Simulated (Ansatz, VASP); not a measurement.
**KF: VASP beside Ansatz**

Contents of INCAR:

```
SYSTEM = KF
PREC = Accurate
ENCUT = 520
EDIFF = 1E-7
ISMEAR = 0
SIGMA = 0.05
LREAL = .False.
LASPH = .True.
NELM = 80
ALGO = Normal
ISIF = 2
LWAVE = .False.
LCHARG = .False.
GGA = PE
NBANDS = 15
```

The input KPOINTS:

```
regular mesh
0
Gamma
  8 8 8
  0 0 0
```

Contents of POSCAR:

```
KF
1.0
    3.2589550000      0.0000000000      0.0000000000
    0.0000000000      3.2589550000      0.0000000000
    0.0000000000      0.0000000000      3.2589550000
K F
1 1
Direct
    0.0000000000      0.0000000000      0.0000000000
    0.5488190312      0.4511809688      0.5000000000
```

Input for Ansatz:

```yaml
crystal:
  lattice:
    - [3.258955, 0.0, 0.0]
    - [0.0, 3.258955, 0.0]
    - [0.0, 0.0, 3.258955]
  atoms:
    - { symbol: K, position: [0.0, 0.0, 0.0] }
    - { symbol: F, position: [0.5488190312, 0.4511809688, 0.5] }
basis:
  ecutwfc: 420
kpoints:
  mp_grid: { grid: [8, 8, 8] }
hamiltonian:
  xc: pbe
scf:
  occupations: { method: gaussian, width: 0.05 }
output:
  forces: true
  stress: true
  eigenvalues: true
```

Change from the starting cell: all F atoms moved +0.225 Å, as atom 2 along Cartesian [1 -1 0].

Alike in both runs: task single point; functional PBE; k mesh 8 × 8 × 8; occupations gaussian, width 0.05 eV; no spin polarisation.

```csv
,VASP,Ansatz
version,VASP 6.6.1,Ansatz 0.2.0
potentials or method,"VASP PAW PBE potentials, release 64 (K_sv, F), cutoff 520 eV","scalar-relativistic, plane waves, PAW"
valence electrons in the cell,16,16
```

```csv
,VASP,Ansatz,Ansatz less VASP
gap on the k mesh at the Fermi level (eV),6.28,6.29,+0.017
least direct gap on the mesh (eV),6.31,6.33,+0.016
pressure (GPa),0.7,0.7,-0.01
"traceless stress, the component that is largest in VASP (GPa)",-0.62,-0.60,+0.020
rms of the force components (eV/Å),0.120,0.114,-0.0067
```

Atom by atom the forces differ by 0.007 eV/Å (rms over components). With one functional, cell and mesh, what is left measures potentials, basis and numerics.
